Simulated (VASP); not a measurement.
Runs of VASP 6.6.1 on Rh. The structure is that of space group P6_3/mmc (No. 194), or close to it. The cells are those of the table. This isn't the form of Rh at room conditions, which is fcc.

| spin | fixed moment (μB) | cell | pressure (GPa) | moment (μB) |
| --- | --- | --- | --- | --- |
| collinear, ferromagnetic start | 1.5 | a = 2.669, b = 2.669, c = 4.296 Å, angles 90.0, 90.0, 120.0°, 2 atoms | 22.5 | 1.50 |
| collinear, ferromagnetic start | 0.75 | a = 2.611, b = 2.611, c = 4.202 Å, angles 90.0, 90.0, 120.0°, 2 atoms | (b) | 0.75 |
| collinear, ferromagnetic start | 1.5 | a = 2.778, b = 2.778, c = 4.471 Å, angles 90.0, 90.0, 120.0°, 2 atoms | -9.7 | 1.50 |
| collinear | 0.25 | a = 2.830, b = 2.830, c = 4.554 Å, angles 90.0, 90.0, 120.0°, 2 atoms | (a) | 0.25 |
| collinear, ferromagnetic start | 1.75 | a = 2.879, b = 2.879, c = 4.634 Å, angles 90.0, 90.0, 120.0°, 2 atoms | -24.2 | 1.75 |
| collinear, ferromagnetic start | 0.5 | a = 2.778, b = 2.778, c = 4.471 Å, angles 90.0, 90.0, 120.0°, 2 atoms | -12.2 | 0.50 |
| collinear | 0.25 | a = 2.550, b = 2.550, c = 4.104 Å, angles 90.0, 90.0, 120.0°, 2 atoms | 84.3 | 0.25 |

Alike in all rows: task single point; level PBE; potentials or basis VASP PAW PBE potentials, release 64 (Rh_pv); k mesh 21 × 21 × 12; cutoff (eV) 500; smearing gaussian 0.15 eV.

Estimate the missing entries.

(a) -21.2; (b) 46.6.

Caveats: the total moment is fixed, so each spin has its own Fermi level and the state may be an excited one; the cell stands under tension (at least some runs); the cell stands under pressure (at least some runs).
